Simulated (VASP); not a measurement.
Input of a VASP 6.6.1 run:

The input INCAR:

```
SYSTEM = CoGe3
ALGO = Normal ; EDIFF = 1E-7
EDIFFG = -0.05 ; ENCUT = 600
GGA = PS ; IBRION = 2
ISIF = 3 ; ISMEAR = 0
LASPH = .True. ; LCHARG = .False.
LREAL = .False. ; LWAVE = .False.
NELM = 80 ; NSW = 100
PREC = Accurate ; SIGMA = 0.1
```

Contents of KPOINTS:

```
k-points
0
Gamma
  6 6 6
  0 0 0
```

File POSCAR:

```
CoGe3
1.0
    3.8275878209      0.0000000000      0.0000000000
    0.0000000000      3.8275878209      0.0000000000
    0.0000000000      0.0000000000      3.8275878209
Ge Co
3 1
Direct
    0.0000000000      0.5000000000      0.5000000000
    0.5000000000      0.0000000000      0.5000000000
    0.5000000000      0.5000000000      0.0000000000
    0.0000000000      0.0000000000      0.0000000000
```

Potentials or basis: VASP PAW PBE potentials, release 64 (Ge_d, Co).

Run with:

```console
$ cat potpaw_PBE.64/Ge_d/POTCAR potpaw_PBE.64/Co/POTCAR > POTCAR
$ mpirun -np 1 vasp_std > vasp.out
```

**Question.** Predict the relaxed cell.

**Answer.** a = 3.936 Å, b = 3.936 Å, c = 3.936 Å, α = 90.00°, β = 90.00°, γ = 90.00°.

**Question.** Estimate the relaxed volume.

**Answer.** 15.24 Å³/atom.

**Question.** Predict the space group after relaxing (to 0.05 Å).

**Answer.** Pm-3m (No. 221).

Final structure:
```
Ge Co
1.0
     3.93585    0.00000    0.00000
     0.00000    3.93585    0.00000
     0.00000    0.00000    3.93585
Ge Co
3 1
Direct
  0.00000 0.50000 0.50000
  0.50000 0.00000 0.50000
  0.50000 0.50000 0.00000
  0.00000 0.00000 0.00000
```

Caveat: the PAW data sets were made with another functional, which shifts forces and pressure a little. Spin polarisation is off, so any magnetic state and its effect on volume and gap are missing.
